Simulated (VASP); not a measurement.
Write the native input for VASP 6.6.1 that does the following.

- Task: single point
- Functional: PBE
- Potentials or basis: VASP PAW PBE potentials, release 64 (Na_pv)
- Cutoff: 500 eV
- k mesh: 10 × 10 × 10
- Occupations: gaussian, width 0.1 eV
- Spin: no spin polarisation
- Dipole correction: no
- Further INCAR settings: ALGO = Normal; EDIFF = 1e-06; NBANDS = 10

The structure of Na lies in POSCAR:

```
Na
1.0
   -2.1410000000      2.1410000000      2.1410000000
    2.1410000000     -2.1410000000      2.1410000000
    2.1410000000      2.1410000000     -2.1410000000
Na
1
Direct
    0.0000000000      0.0000000000      0.0000000000
```

These files were run (other wordings do the same):

INCAR

```
SYSTEM = Na
PREC = Accurate ; ENCUT = 500
EDIFF = 1E-6 ; ISMEAR = 0
SIGMA = 0.1 ; LREAL = .False.
LASPH = .True. ; NELM = 120
ALGO = Normal ; ISIF = 2
LWAVE = .False. ; LCHARG = .False.
GGA = PE ; NBANDS = 10
GGA_COMPAT = .False.
```

KPOINTS

```
regular mesh
0
Gamma
  10 10 10
  0 0 0
```

Potentials or basis: VASP PAW PBE potentials, release 64 (Na_pv).

Command:

```bash
$ cat potpaw_PBE.64/Na_pv/POTCAR > POTCAR
$ mpirun -np 1 vasp_std > vasp.out
```

It gave:

```yaml
Pressure: -0.4 GPa
Band_gap_on_the_k_mesh: zero (an odd number of electrons rules out a gap without spin polarisation)
```

Wall time 15 s on 1 thread of Intel Xeon 8259CL (shared host), peak memory 0.15 GiB.
